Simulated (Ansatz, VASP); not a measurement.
## One calculation of ZnS, two programs

```xyz
2
Lattice="0.0000 2.4883 2.7046 2.4883 0.0000 2.7046 2.4883 2.4883 0.0000" Properties=species:S:1:pos:R:3 pbc="T T T"
Zn    0.0000    0.0000    0.0000
S     3.7324    3.7324    4.0570
```

Change from the starting cell: strain -0.080 along x and y, +0.000 along z, atoms carried along.

Alike in both runs: task single point; functional PBE; k mesh 10 × 10 × 10; occupations gaussian, width 0.05 eV; no spin polarisation.

```csv
,VASP,Ansatz
version,VASP 6.6.1,Ansatz 0.2.0
potentials or method,"VASP PAW PBE potentials, release 64 (Zn, S), cutoff 520 eV","scalar-relativistic, plane waves, PAW"
valence electrons in the cell,18,18
```

VASP gave:

| Item | Value |
| --- | --- |
| gap on the k mesh at the Fermi level (eV) | 2.70 |
| least direct gap on the mesh (eV) | 2.72 |
| pressure (GPa) | 19.4 |
| traceless stress, the component that is largest in VASP (GPa) | -2.11 |

Task: What did Ansatz give for the same quantities?

Result: gap on the k mesh at the Fermi level (eV): 2.69; least direct gap on the mesh (eV): 2.70; pressure (GPa): 19.2; traceless stress, the component that is largest in VASP (GPa): -2.13.

The functional is the same, so the differences come from potentials, cutoffs and numerics.
